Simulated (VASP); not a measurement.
Ti, 2 atoms in the cell. Symmetry: P6_3/mmc, No. 194, hexagonal system. Conventional cell: a = 2.931 Å, b = 2.931 Å, c = 4.749 Å, α = 90.00°, β = 90.00°, γ = 120.00°. Ti (site symmetry -6m2) has 12 Ti at 2.92 to 2.93 Å within 3.8 Å. 

```yaml
Program: VASP 6.6.1
Task: relaxation of cell and atoms
Functional: LDA
Potentials_or_basis: VASP PAW LDA potentials, release 64 (Ti_sv)
Cutoff: 600 eV
k_mesh: 15 × 15 × 8
Occupations: fermi-dirac, width 0.05 eV
Spin: no spin polarisation
Dipole_correction: no
Further_INCAR_settings: ALGO = Normal; EDIFF = 1e-06; IBRION = 2; EDIFFG = -0.005; NSW = 60; ISIF = 3
```

Potentials or basis: VASP PAW LDA potentials, release 64 (Ti_sv).

Command:

```bash
$ cat potpaw_LDA.64/Ti_sv/POTCAR > POTCAR
$ mpirun -np 1 vasp_std > vasp.out
```

Hardware: 1 thread of Intel(R) Xeon(R) 6975P-C (Granite Rapids) (shared host).

**Question.** Estimate the wall time of this run.

**Answer.** Run time: 3 min on 1 thread of Intel(R) Xeon(R) 6975P-C (Granite Rapids), with other jobs on the host, peak memory 0.21 GiB. Counts: scf iterations 77, k points 135, ion steps 9.
